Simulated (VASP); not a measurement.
Write the native input for VASP 6.6.1 that does the following.

```yaml
Task: single point
Functional: PBE
Dispersion: D3(BJ)
Potentials_or_basis: VASP PAW PBE potentials, release 64 (Sn_d, O)
Cutoff: 520 eV
k_mesh: 7 × 7 × 1
Occupations: gaussian, width 0.05 eV
Spin: no spin polarisation
Dipole_correction: yes
Further_INCAR_settings: ALGO = Normal; EDIFF = 1e-06; NBANDS = 50
```

The structure of SnO lies in POSCAR:

```
SnO
1.0
    3.8201629585      0.0000000000      0.0000000000
    0.0000000000      3.8201629585      0.0000000000
    0.0000000000      0.0000000000     22.2260830948
Sn O
4 4
Direct
    0.7500000000      0.2500000000      0.2024648239
    0.2500000000      0.7500000000      0.3087832219
    0.2500000000      1.1250000000      0.5000000000
    0.7500000000      0.6250000000      0.6063183980
    0.2500000000      0.2500000000      0.2556240229
    0.7500000000      0.7500000000      0.2556240229
    0.7500000000      1.1250000000      0.5531591990
    0.2500000000      0.6250000000      0.5531591990
```

The input as run:

INCAR

```
SYSTEM = SnO
  PREC = Accurate
  ENCUT = 520
  EDIFF = 1E-6
  ISMEAR = 0
  SIGMA = 0.05
  LREAL = .FALSE.
  LASPH = .TRUE.
  NELM = 60
  ALGO = Normal
  ISIF = 2
  LWAVE = .FALSE.
  LCHARG = .TRUE.
  LDIPOL = .TRUE.
  IDIPOL = 3
  DIPOL = 0.5 0.5 0.404
  GGA = PE
  IVDW = 12
  LELF = .TRUE.
  LVHAR = .TRUE.
  LVACPOTAV = .TRUE.
  NBANDS = 50
```

KPOINTS

```
regular mesh
0
G
  7 7 1
  0 0 0
```

Potentials or basis: VASP PAW PBE potentials, release 64 (Sn_d, O).

Command:

```bash
$ cat potpaw_PBE.64/Sn_d/POTCAR potpaw_PBE.64/O/POTCAR > POTCAR
$ mpirun -np 1 vasp_std > vasp.out
```

Results of the run:

The largest force is 0.129 eV/Å, the band gap on the k mesh is 2.50 eV, indirect (least direct gap 2.58 eV) and the dispersion energy per atom is -0.154 eV.

Caveat: spin-orbit coupling is left out, which moves the levels of the heavy elements.

Run time: 3.4 min on 1 thread of Intel(R) Xeon(R) 6975P-C (Granite Rapids) (shared host), peak memory 0.44 GiB.
